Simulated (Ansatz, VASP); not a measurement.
**One calculation of ZrGe2Pd3, two programs**

```
Zr Ge Pd
1.0
     5.01997    0.00000    0.00000
     0.00000    5.01997    0.00000
     0.00000    0.00000    5.00141
Zr Ge Pd
1 2 3
Direct
  0.50000 0.50000 0.50000
  0.00000 0.00000 0.00000
  0.00000 0.00000 0.50000
  0.50000 0.50000 0.00000
  0.00000 0.50000 0.00000
  0.50000 0.00000 0.00000
```

Alike in both runs: functional PBE; k mesh 4 × 4 × 3; occupations gaussian, width 0.2 eV; no spin polarisation.

Ansatz relaxed the structure, and its values are those at the end. VASP's run is a single point on that final structure, the one shown.

|  | VASP | Ansatz |
| --- | --- | --- |
| version | VASP 6.6.1 | Ansatz 0.2.0 |
| potentials or method | VASP PAW PBE potentials, release 64 (Zr_sv, Ge_d, Pd), cutoff 520 eV | scalar-relativistic, plane waves, PAW |
| valence electrons in the cell | 70 | 94 |

Ansatz gave:

| Quantity | Value |
| --- | --- |
| gap on the k mesh at the Fermi level (eV) | none |
| pressure (GPa) | 0.2 |

Question: What did VASP give for the same quantities?

Answer: gap on the k mesh at the Fermi level (eV): none; pressure (GPa): 0.0.

A gap of «none» marks a metal or a gap that the smearing closes. With one functional, cell and mesh, what is left measures potentials, basis and numerics. VASP's potentials hold 70 valence electrons a cell and Ansatz's 94, so a difference there can come from the potentials and not from the codes.

The k mesh is coarse, so the values compare programs but aren't converged.
